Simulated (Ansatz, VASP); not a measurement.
## Two plane-wave programs on NiSb

File INCAR:

```
SYSTEM = NiSb
PREC = Accurate ; ENCUT = 600
EDIFF = 1E-6 ; ISMEAR = 0
SIGMA = 0.1 ; LREAL = .False.
LASPH = .True. ; NELM = 120
ALGO = Normal ; ISIF = 2
LWAVE = .False. ; LCHARG = .True.
GGA = RE ; LELF = .True.
LVHAR = .True. ; ISYM = 0
NBANDS = 23 ; GGA_COMPAT = .False.
```

KPOINTS

```
regular mesh
0
Gamma
  3 3 1
  0 0 0
```

Contents of POSCAR:

```
NiSb
1.0
    3.9399999606      0.0000000000      0.0000000000
   -1.9699999803      3.4121400568      0.0000000000
    0.0000000000      0.0000000000      5.1400000000
Ni Sb
2 2
Direct
    0.0000000000      0.0000000000      0.0000000000
    0.0000000000      0.0000000000      0.5000000000
    0.3333333333      0.6666666667      0.2500000000
    0.6666666667      0.3333333333      0.7500000000
```

Input for Ansatz:

```yaml
crystal:
  lattice:
    - [3.9399999606, 0.0, 0.0]
    - [-1.9699999803, 3.4121400568, 0.0]
    - [0.0, 0.0, 5.14]
  atoms:
    - { symbol: Ni, position: [0.0, 0.0, 0.0] }
    - { symbol: Ni, position: [0.0, 0.0, 0.5] }
    - { symbol: Sb, position: [0.3333333333, 0.6666666667, 0.25] }
    - { symbol: Sb, position: [0.6666666667, 0.3333333333, 0.75] }
  symmetry: { detect: false }
basis:
  ecutwfc: 420
kpoints:
  mp_grid: { grid: [3, 3, 1] }
hamiltonian:
  xc: revpbe
scf:
  occupations: { method: gaussian, width: 0.1 }
output:
  forces: true
  stress: true
  eigenvalues: true
```

Alike in both runs: task single point; functional revPBE; k mesh 3 × 3 × 1; occupations gaussian, width 0.1 eV; no spin polarisation.

|  | VASP | Ansatz |
| --- | --- | --- |
| version | VASP 6.6.1 | Ansatz 0.2.0 |
| potentials or method | VASP PAW PBE potentials, release 64 (Ni, Sb), cutoff 600 eV | scalar-relativistic, plane waves, PAW |
| valence electrons in the cell | 30 | 66 |

|  | VASP | Ansatz | Ansatz less VASP |
| --- | --- | --- | --- |
| gap on the k mesh at the Fermi level (eV) | none | none | - |
| pressure (GPa) | 3.0 | 3.2 | +0.22 |
| traceless stress, the component that is largest in VASP (GPa) | 15.85 | 15.76 | -0.095 |

VASP's potentials were made for PBE, not for revPBE. A gap of «none» marks a metal or a gap that the smearing closes. With one functional, cell and mesh, what is left measures potentials, basis and numerics. VASP's potentials hold 30 valence electrons a cell and Ansatz's 66, so a difference there can come from the potentials and not from the codes.

The k mesh is coarse, so the values compare programs but aren't converged. Spin-orbit coupling is off throughout.
